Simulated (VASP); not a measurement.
# Zn12S12O (a cell with a defect) in VASP: settings compared

Aim: see how the results for Zn12S12O (a cell with a defect) move with the level of theory and the settings. Levels: PBEsol, r2SCAN. Tasks: single point.

Program: VASP 6.6.1. These are calculated values, not measurements. Logs are shortened: lines on timing, memory, paths and dates and some standing lists are left out, and cuts for length are marked.

### 1 The cell of the first run

The cell holds a defect, 25 atoms: a = 7.575 Å, b = 7.575 Å, c = 11.362 Å, α = 60.00°, β = 60.00°, γ = 60.00°.

### 2 Single point, PBEsol

INCAR

```
PREC = Accurate
ENCUT = 520
EDIFF = 1E-6
ISMEAR = -1
SIGMA = 0.05
LREAL = F
LASPH = T
NELM = 120
ALGO = Normal
ISIF = 2
LWAVE = F
LCHARG = T
GGA = PS
LELF = T
LVHAR = T
ISYM = 0
NBANDS = 129
GGA_COMPAT = F
```

KPOINTS

```
Automatic mesh
0
Gamma
  1 1 1
  0.25 0.25 0.25
```

POSCAR

```
Zn12S12O
1.0
    0.0000000000      5.3562680000      5.3562680000
    5.3562680000      0.0000000000      5.3562680000
    8.0344020000      8.0344020000      0.0000000000
Zn S O
12 12 1
Direct
    0.0164470000      0.9605010000      0.0101870000
    0.0156110000      0.9733710000      0.6597700000
    0.5025060000      0.5103110000      0.3230570000
    0.0060480000      0.0076250000      0.3211310000
    0.5136210000      0.4892970000      0.9921070000
    0.5076070000      0.5030800000      0.6580440000
    0.0019220000      0.4934770000      0.9917570000
    0.5065850000      0.0041830000      0.3245040000
    0.9479260000      0.5822160000      0.6448390000
    0.5099670000      0.0007190000      0.9904210000
    0.0003600000      0.4922640000      0.3340260000
    0.4912220000      0.0443880000      0.6524920000
    0.1329590000      0.1161150000      0.0752480000
    0.1283640000      0.0802350000      0.7609420000
    0.6256260000      0.6275020000      0.4111980000
    0.1299410000      0.1166090000      0.4143140000
    0.6268050000      0.6241710000      0.0756440000
    0.5689120000      0.6720250000      0.7487530000
    0.1319880000      0.5907860000      0.0886730000
    0.6277020000      0.1346870000      0.4062790000
    0.1286690000      0.6039170000      0.7453470000
    0.6396730000      0.1147490000      0.0772830000
    0.1241080000      0.6312890000      0.4063990000
    0.6387620000      0.1292160000      0.7423610000
    0.9204480000      0.3058870000      0.7556100000
```

Potentials or basis: VASP PAW PBE potentials, release 64 (Zn, S, O).

Started as:

```bash
$ cat potpaw_PBE.64/Zn/POTCAR potpaw_PBE.64/S/POTCAR potpaw_PBE.64/O/POTCAR > POTCAR
$ mpirun -np 1 vasp_std > vasp.out
```

OUTCAR:

```text
PREC = Accurate
   ENCUT = 520
   EDIFF = 1E-6
   ISMEAR = -1
   LREAL = F
   LASPH = T
   NELM = 120
   ISIF = 2
   GGA = PS
   ISYM = 0

 ion  position               nearest neighbor table
   1  0.016  0.961  0.010-  19 2.29  13 2.30  14 2.32  22 2.34
   2  0.016  0.973  0.660-  16 2.28  21 2.29  14 2.30  24 2.34
   3  0.503  0.510  0.323-  17 2.30  15 2.30  20 2.32  23 2.34
   4  0.006  0.008  0.321-  13 2.28  16 2.31  23 2.33  20 2.34
   5  0.514  0.489  0.992-  18 2.31  17 2.31  22 2.32  19 2.37
   6  0.508  0.503  0.658-  15 2.29  18 2.30  24 2.31  21 2.35
[... 16 lines left out ...]
  23  0.124  0.631  0.406-   9 2.27  11 2.30   4 2.33   3 2.34
  24  0.639  0.129  0.742-  12 2.28  10 2.30   6 2.31   2 2.34
  25  0.920  0.306  0.756-  14 1.64   9 1.88

IMPORTANT INFORMATION: All symmetrisations will be switched off!
NOSYMM: (Re-)initialisation of all symmetry stuff for point group C_1.

----------------------------------------------------------------------------------------

                                     Primitive cell

  volume of cell :     461.0077

  direct lattice vectors                    reciprocal lattice vectors
     0.000000000  5.356268000  5.356268000    -0.093348578  0.093348578  0.093348578
     5.356268000  0.000000000  5.356268000     0.093348578 -0.093348578  0.093348578
     8.034402000  8.034402000  0.000000000     0.062232385  0.062232385 -0.062232385

  length of vectors
     7.574906849  7.574906849 11.362360274     0.161684480  0.161684480  0.107789653

  position of ions in fractional coordinates (direct lattice)
     0.016447000  0.960501000  0.010187000
     0.015611000  0.973371000  0.659770000
     0.502506000  0.510311000  0.323057000
     0.006048000  0.007625000  0.321131000
     0.513621000  0.489297000  0.992107000
     0.507607000  0.503080000  0.658044000
[... 17 lines left out ...]
     0.638762000  0.129216000  0.742361000
     0.920448000  0.305887000  0.755610000

  ion indices of the primitive-cell ions
   primitive index   ion index
                 1           1
                 2           2
                 3           3
                 4           4
                 5           5
                 6           6
[... 17 lines left out ...]
                24          24
                25          25

----------------------------------------------------------------------------------------

 KPOINTS: Automatic mesh

Automatic generation of k-mesh.
[... 45 lines left out ...]
   NSW    =      0    number of steps for IOM
   IBRION =     -1    ionic relax: 0-MD 1-quasi-New 2-CG
   NFREE  =      0    steps in history (QN), initial steepest desc. (CG)
   ISIF   =      2    stress and relaxation
   ISYM   =      0    0-nonsym 1-usesym 2-fastsym
   POTIM  = 0.5000    time-step for ionic-motion
   TEBEG  =    0.0;   TEEND  =   0.0 temperature during run
   PSTRESS=    0.0 pullay stress
   NELECT =     222.0000    total number of electrons
   NUPDOWN=      -1.0000    fix difference up-down
   EMIN   =  10.00;   EMAX   =-10.00  energy-range for DOS
   EFERMI =   0.00;   METHOD = LEGACY
   ISMEAR =    -1;   SIGMA  =   0.05  broadening in eV -4-tet -1-fermi 0-gaus
   EFERMI_NEDOS =   21; number of points for ismear=-14 and -15
   IALGO  =     38    algorithm
   IMIX   =      4    mixing-type and parameters
     AMIX     =   0.40;   BMIX     =  1.00
     AMIX_MAG =   1.60;   BMIX_MAG =  1.00
  volume/ion in A,a.u.               =      18.44       124.44
  Fermi-wavevector in a.u.,A,eV,Ry     =   1.283186  2.424871 22.402911  1.646568
  Thomas-Fermi vector in A             =   2.415454
   LORBIT       =      0    0 simple, 1 ext, 2 COOP (PROOUT), +10 PAW based schemes
   GGA     = PS    functional components
   LHFCALC =     F    Hartree Fock is set to
   AEXX    =    0.0000 exact exchange contribution
   IVDW    =     0    specifies the selected vdW correction
   LEPSILON=     F    determine dielectric tensor
   LRPA    =     F    only Hartree local field effects (RPA)
 non-spin polarized calculation
  energy-cutoff  :      520.00
  volume of cell :      461.01
 maximum number of plane-waves:     12394
 NGX is ok and might be reduce to    56
   NGX = 29   NGY = 29   NGZ = 43

 number of electron     222.0000056 magnetization

 Free energy of the ion-electron system (eV)
  ---------------------------------------------------
  ext. energy  EPLUGINS =         0.00000000
  ---------------------------------------------------
  free energy    TOTEN  =       -94.53413805 eV

  energy without entropy =      -94.53413805  energy(sigma->0) =      -94.53413805

 E-fermi :   3.5464     XC(G=0): -10.0737

 val. band max:        2.3542909648   @ k =   0.2500   0.2500   0.2500
 cond. band min:       5.2502685304   @ k =   0.2500   0.2500   0.2500
 fundamental gap:      2.8959775655
 Fermi energy:         3.5463651635

 k-point     1 :       0.2500    0.2500    0.2500
  band No.  band energies     occupation
      1     -16.7823      2.00000
      2     -10.8021      2.00000
      3     -10.1821      2.00000
      4     -10.1638      2.00000
      5     -10.1173      2.00000
      6      -9.9676      2.00000
[... 115 lines left out ...]
    122       6.8850      0.00000
    123       7.1585      0.00000
 [bands above 123 left out]

------------------------ aborting loop because EDIFF is reached ----------------------------------------

  FORCE on cell =-STRESS in cart. coord.  units (eV):
  Direction    XX          YY          ZZ          XY          YZ          ZX
  --------------------------------------------------------------------------------------
  -------------------------------------------------------------------------------------
  Total        5.6885440      6.4922742      5.6578796     -4.9522472     -2.5066563      2.7850050
  in kB       19.7698581     22.5631270     19.6632877    -17.2109460     -8.7115859      9.6789538
  external PRESSURE =      20.6654243 kB  Pullay stress =       0.0000000 kB

 VOLUME and BASIS-vectors are now :
 -----------------------------------------------------------------------------
  energy-cutoff  :      520.00
  volume of cell :      461.01
      direct lattice vectors                 reciprocal lattice vectors
     0.000000000  5.356268000  5.356268000    -0.093348578  0.093348578  0.093348578
     5.356268000  0.000000000  5.356268000     0.093348578 -0.093348578  0.093348578
     8.034402000  8.034402000  0.000000000     0.062232385  0.062232385 -0.062232385

 POSITION                                       TOTAL-FORCE (eV/Angst)
 -----------------------------------------------------------------------------------
      5.22655      0.16994      5.23280         0.003195      0.006001     -0.005343
     10.51449      5.38447      5.29725        -0.008421     -0.005909     -0.009270
      5.32893      5.28713      5.42492        -0.000132      0.001610      0.004910
      2.62094      2.61249      0.07324         0.001454      0.001618      0.000729
     10.59179     10.72208      5.37190        -0.000637      0.002381      0.002528
      7.98162      8.00587      5.41351        -0.003949      0.004324      0.000574
[... 17 lines left out ...]
      6.65654      9.38581      4.11350        -0.000039      0.002652      0.003326
      7.70929     11.00104      6.56858        -0.028570      0.034435     -0.071595
 -----------------------------------------------------------------------------------
    total drift:                               -0.001703      0.003508      0.001226

  FREE ENERGIE OF THE ION-ELECTRON SYSTEM (eV)
  ---------------------------------------------------
  free  energy   TOTEN  =       -94.5341380479 eV

  energy  without entropy=      -94.5341380478  energy(sigma->0) =      -94.53413805
```

It took 4.2 min on 1 thread of Oxide Virtual Turin-like, shared host; peak memory 0.53 GiB.

Results:

| Quantity | Value |
| --- | --- |
| Free energy | -94.5341 eV |
| Pressure | 2.1 GPa |
| Largest force | 0.084 eV/Å |

Forces in eV/Å, atoms in the order of the input:
```
Zn   0.003  0.006 -0.005
Zn  -0.008 -0.006 -0.009
Zn   0.000  0.002  0.005
Zn   0.001  0.002  0.001
Zn  -0.001  0.002  0.003
Zn  -0.004  0.004  0.001
Zn   0.003 -0.001  0.000
Zn  -0.003 -0.001  0.002
Zn   0.031 -0.038  0.060
Zn   0.001  0.002  0.000
Zn   0.000  0.000 -0.002
Zn   0.001  0.009  0.012
S   -0.002 -0.003  0.002
S    0.014 -0.008  0.000
S   -0.002 -0.005 -0.004
S    0.001 -0.001 -0.003
S    0.001 -0.001 -0.002
S    0.004  0.001  0.008
S   -0.008 -0.002  0.000
S    0.002 -0.001  0.000
S   -0.006  0.004 -0.002
S   -0.001 -0.003  0.001
S    0.001  0.000  0.002
S    0.000  0.003  0.003
O   -0.029  0.034 -0.072
```

Stress tensor (GPa, compression positive):
```
 1.98 -1.72  0.97
-1.72  2.26 -0.87
 0.97 -0.87  1.97
```

Levels at points of the mesh, in eV from the Fermi level:
```tsv
k point	band 109	band 110	band 111	band 112	band 113	band 114
(0.25, 0.25, 0.25)	-1.46	-1.35	-1.19	1.70	2.20	2.40
```

Caveat: the k points lie up to 1.02 Å⁻¹ apart, too coarse for converged energies, forces and pressures; the PAW data sets were made with another functional, which shifts forces and pressure a little.

### 3 Single point, r2SCAN

POSCAR is that of step 2.

INCAR.step1

```
ALGO = Normal ; EDIFF = 1E-5
ENCUT = 580 ; GGA = PE
GGA_COMPAT = False ; ISMEAR = -1
ISYM = 0 ; LASPH = True
LCHARG = False ; LREAL = False
LWAVE = True ; NBANDS = 129
NELM = 120 ; PREC = Accurate
SIGMA = 0.05
```

INCAR.step2

```
ALGO = Normal ; EDIFF = 1E-6
ENCUT = 580 ; GGA_COMPAT = False
ISIF = 2 ; ISMEAR = -1
ISTART = 1 ; ISYM = 0
LASPH = True ; LCHARG = True
LELF = True ; LMIXTAU = True
LREAL = False ; LVHAR = True
LWAVE = False ; METAGGA = R2SCAN
NBANDS = 129 ; NELM = 120
PREC = Accurate ; SIGMA = 0.05
```

KPOINTS is that of step 2.

Potentials or basis: VASP PAW PBE potentials, release 64 (Zn, S, O).

Started as:

```bash
$ cat potpaw_PBE.64/Zn/POTCAR potpaw_PBE.64/S/POTCAR potpaw_PBE.64/O/POTCAR > POTCAR
$ cp INCAR.step1 INCAR
$ mpirun -np 1 vasp_std > vasp.out
$ cp INCAR.step2 INCAR
$ mpirun -np 1 vasp_std > vasp.out
```

OUTCAR:

```text
EDIFF = 1E-6
   ENCUT = 580
   ISIF = 2
   ISMEAR = -1
   ISTART = 1
   ISYM = 0
   LASPH = True
   LREAL = False
   METAGGA = R2SCAN
   NELM = 120
   PREC = Accurate

 ion  position               nearest neighbor table
   1  0.016  0.961  0.010-  19 2.29  13 2.30  14 2.32  22 2.34
   2  0.016  0.973  0.660-  16 2.28  21 2.29  14 2.30  24 2.34
   3  0.503  0.510  0.323-  17 2.30  15 2.30  20 2.32  23 2.34
   4  0.006  0.008  0.321-  13 2.28  16 2.31  23 2.33  20 2.34
[... 329 lines left out ...]
  Total        9.4870059     10.3196072      9.7282865     -4.6219944     -2.5711713      2.7522294
  in kB       32.9709609     35.8645676     33.8095026    -16.0631919     -8.9358001      9.5650460
  external PRESSURE =      34.2150104 kB  Pullay stress =       0.0000000 kB

 VOLUME and BASIS-vectors are now :
 -----------------------------------------------------------------------------
  energy-cutoff  :      580.00
  volume of cell :      461.01
      direct lattice vectors                 reciprocal lattice vectors
     0.000000000  5.356268000  5.356268000    -0.093348578  0.093348578  0.093348578
     5.356268000  0.000000000  5.356268000     0.093348578 -0.093348578  0.093348578
     8.034402000  8.034402000  0.000000000     0.062232385  0.062232385 -0.062232385

 POSITION                                       TOTAL-FORCE (eV/Angst)
 -----------------------------------------------------------------------------------
      5.22655      0.16994      5.23280         0.017603     -0.008974      0.004935
     10.51449      5.38447      5.29725         0.022334      0.001054     -0.000641
      5.32893      5.28713      5.42492        -0.004235      0.000700      0.007308
      2.62094      2.61249      0.07324         0.005527     -0.007244      0.007011
     10.59179     10.72208      5.37190        -0.017507      0.001226      0.002274
      7.98162      8.00587      5.41351         0.028368      0.014884     -0.008971
[... 17 lines left out ...]
      6.65654      9.38581      4.11350        -0.023242     -0.028268     -0.016216
      7.70929     11.00104      6.56858        -0.193984      0.186253     -0.059324
 -----------------------------------------------------------------------------------
    total drift:                                0.017464     -0.034812     -0.065797

  FREE ENERGIE OF THE ION-ELECTRON SYSTEM (eV)
  ---------------------------------------------------
  free  energy   TOTEN  =      -230.4999717800 eV

  energy  without entropy=     -230.4999717800  energy(sigma->0) =     -230.49997178
```

OSZICAR.step1:

```text
N       E                     dE             d eps       ncg     rms          rms(c)
DAV:   1     0.240100887384E+04    0.24010E+04   -0.10330E+05   258   0.228E+03
DAV:   2     0.401392631647E+03   -0.19996E+04   -0.19342E+04   258   0.577E+02
DAV:   3    -0.473847618696E+02   -0.44878E+03   -0.42572E+03   275   0.218E+02
DAV:   4    -0.904232420137E+02   -0.43038E+02   -0.42548E+02   292   0.690E+01
DAV:   5    -0.917663121468E+02   -0.13431E+01   -0.13345E+01   292   0.120E+01    0.297E+01
DAV:   6    -0.843806219246E+02    0.73857E+01   -0.14990E+01   388   0.513E+01    0.224E+01
DAV:   7    -0.852735827854E+02   -0.89296E+00   -0.23439E+01   316   0.154E+01    0.991E+00
DAV:   8    -0.849123425922E+02    0.36124E+00   -0.35730E+00   332   0.185E+01    0.403E+00
DAV:   9    -0.849124288797E+02   -0.86287E-04   -0.69091E-01   316   0.940E+00    0.822E-01
DAV:  10    -0.849249573657E+02   -0.12528E-01   -0.19371E-01   348   0.322E+00    0.676E-01
DAV:  11    -0.849221180696E+02    0.28393E-02   -0.28098E-02   292   0.876E-01    0.522E-01
DAV:  12    -0.849220339072E+02    0.84162E-04   -0.82451E-03   356   0.613E-01    0.344E-01
DAV:  13    -0.849226364722E+02   -0.60257E-03   -0.16853E-03   332   0.300E-01    0.111E-01
DAV:  14    -0.849228114634E+02   -0.17499E-03   -0.91341E-04   316   0.215E-01    0.779E-02
DAV:  15    -0.849228253872E+02   -0.13924E-04   -0.16509E-04   292   0.121E-01    0.611E-02
DAV:  16    -0.849228195211E+02    0.58661E-05   -0.69062E-05   260   0.469E-02
   1 F= -.84922820E+02 E0= -.84922820E+02  d E =-.338437E-10
```

Wall time 19 min (1 thread of Oxide Virtual Turin-like, shared host); peak memory 0.73 GiB.

Results:

- Free energy: -230.5000 eV
- Pressure: 3.4 GPa
- Largest force: 0.275 eV/Å

Forces on the atoms (eV/Å):
```
Zn   0.018 -0.009  0.005
Zn   0.022  0.001 -0.001
Zn  -0.004  0.001  0.007
Zn   0.006 -0.007  0.007
Zn  -0.018  0.001  0.002
Zn   0.028  0.015 -0.009
Zn   0.015  0.021 -0.010
Zn   0.009 -0.011 -0.011
Zn   0.029 -0.024  0.001
Zn   0.000  0.011 -0.009
Zn   0.003  0.006 -0.015
Zn   0.031 -0.003 -0.024
S   -0.015  0.000  0.007
S    0.112 -0.116  0.047
S   -0.009 -0.004  0.004
S    0.001  0.005  0.005
S   -0.007 -0.004  0.009
S    0.020 -0.036  0.081
S   -0.004 -0.007  0.007
S    0.004  0.004  0.006
S   -0.022 -0.020 -0.007
S    0.005  0.003 -0.024
S   -0.005  0.017 -0.005
S   -0.023 -0.028 -0.016
O   -0.194  0.186 -0.059
```

Stress tensor (GPa, compression positive):
```
 3.30 -1.61  0.96
-1.61  3.59 -0.89
 0.96 -0.89  3.38
```

Caveat: the k points lie up to 1.02 Å⁻¹ apart, too coarse for converged energies, forces and pressures; the PAW data sets were made with another functional, which shifts forces and pressure a little.
